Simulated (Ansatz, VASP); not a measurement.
# AgCl: VASP beside Ansatz

```
CELL_PARAMETERS angstrom
0.00000 2.80602 2.80602
2.80602 0.00000 2.80602
2.80602 2.80602 0.00000
ATOMIC_POSITIONS crystal
Ag 0.50000 0.50000 0.50000
Cl 0.00000 0.00000 0.00000
```

Alike in both runs: functional PBE; k mesh 8 × 8 × 8; occupations gaussian, width 0.02 eV; no spin polarisation.

Ansatz relaxed the structure, and its values are those at the end. VASP's run is a single point on that final structure, the one shown.

|  | VASP | Ansatz |
| --- | --- | --- |
| version | VASP 6.6.1 | Ansatz 0.2.0 |
| potentials or method | VASP PAW PBE potentials, release 64 (Ag, Cl), cutoff 520 eV | scalar-relativistic, plane waves, PAW |
| valence electrons in the cell | 18 | 26 |

Ansatz gave:

```
gap on the k mesh at the Fermi level (eV) : 0.92
least direct gap on the mesh (eV)         : 3.08
pressure (GPa)                            : 0.0
```

Which values does VASP return?

gap on the k mesh at the Fermi level (eV): 0.92; least direct gap on the mesh (eV): 3.08; pressure (GPa): -0.1.

VASP's potentials hold 18 valence electrons a cell and Ansatz's 26, so a difference there can come from the potentials and not from the codes.
